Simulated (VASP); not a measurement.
Write the native input for VASP 6.6.1 that does the following.

```yaml
Task: electric field gradients
Functional: PBEsol
Potentials_or_basis: VASP PAW PBE potentials, release 64 (O_h)
Cutoff: 910 eV
k_mesh: 10 × 10 × 10
Occupations: fermi-dirac, width 0.02 eV
Spin: no spin polarisation
Dipole_correction: no
Further_INCAR_settings: ALGO = Normal; EDIFF = 1e-08; NBANDS = 13
```

The structure of O lies in POSCAR:

```
O
1.0
    1.4233490221      0.8217709410      3.3401340000
   -1.4233490221      0.8217709410      3.3401340000
    0.0000000000     -1.6435418821      3.3401340000
O
2
Direct
    0.0577000000      0.0577000000      0.0577000000
    0.9423000000      0.9423000000      0.9423000000
```

This cell differs from its parent crystal: zz strain of -2 %.

These files were run (other wordings do the same):

INCAR

```
ALGO = Normal
EDIFF = 1E-8
ENCUT = 910
GGA = PS
GGA_COMPAT = False
ISIF = 2
ISMEAR = -1
LASPH = True
LCHARG = False
LEFG = True
LREAL = False
LWAVE = False
NBANDS = 13
NELM = 120
PREC = Accurate
SIGMA = 0.02
```

KPOINTS

```
k-points
0
Gamma
  10 10 10
```

Potentials or basis: VASP PAW PBE potentials, release 64 (O_h).

Command:

```bash
$ cat potpaw_PBE.64/O_h/POTCAR > POTCAR
$ mpirun -np 1 vasp_std > vasp.out
```

Results of the run:

| Property | Result |
| --- | --- |
| Pressure | 7.9 GPa |
| Largest force | 4.668 eV/Å |
| Band gap on the k mesh | zero (bands 6 and 7 overlap by 1.32 eV) |
| Largest electric field gradient by atom | O +105.6 V/Å² |

Caveat: the cell differs from its parent crystal (zz strain of -2 %); the cutoff is under 1.25 times the usual one of these potentials, so pressure, stress and relaxed cells hold a basis-set (Pulay) error; spin is off for a triplet molecule; the cell stands under pressure; this functional lacks dispersion, which holds the molecules together, so the pressure and a relaxed volume are unreliable; without QUAD_EFG the Cq values of the log hold for a quadrupole moment of 1 mb, not for the nuclei; the PAW data sets were made with another functional, which shifts forces and pressure a little.

Wall time 47 s on 1 thread of Intel(R) Xeon(R) 6975P-C (Granite Rapids), on a shared host, peak memory 0.25 GiB.
